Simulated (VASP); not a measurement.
Input of a VASP 6.6.1 run:

Contents of INCAR:

```
PREC = Accurate
ENCUT = 520
EDIFF = 1E-8
ISMEAR = -1
SIGMA = 0.03
LREAL = F
LASPH = T
NELM = 100
ALGO = Normal
ISIF = 2
LWAVE = F
LCHARG = F
GGA = PS
LEFG = T
NBANDS = 16
```

The input KPOINTS:

```
regular mesh
0
Gamma
  10 10 6
```

Contents of POSCAR:

```
AlN
1.0
    3.1213377828      0.0000000000      0.0000000000
   -1.5606688914      2.7031578137      0.0000000000
    0.0000000000      0.0000000000      4.9945383275
Al N
2 2
Direct
    0.3333333333      0.6666666667      0.0000000000
    0.6666666667      0.3333333333      0.5000000000
    0.3333333333      0.6666666667      0.3850000000
    0.6666666667      0.3333333333      0.8850000000
```

Potentials or basis: VASP PAW PBE potentials, release 64 (Al, N).

Launch:

```bash
$ cat potpaw_PBE.64/Al/POTCAR potpaw_PBE.64/N/POTCAR > POTCAR
$ mpirun -np 1 vasp_std > vasp.out
```

(1) Estimate the band gap on the k mesh.

(2) What does it give for the largest force?

(3) What does it give for the pressure?

Results:

(1) 4.00 eV, direct.

(2) 0.177 eV/Å.

(3) -1.5 GPa.

Caveat: without QUAD_EFG the Cq values of the log hold for a quadrupole moment of 1 mb, not for the nuclei; the PAW data sets were made with another functional, which shifts forces and pressure a little.
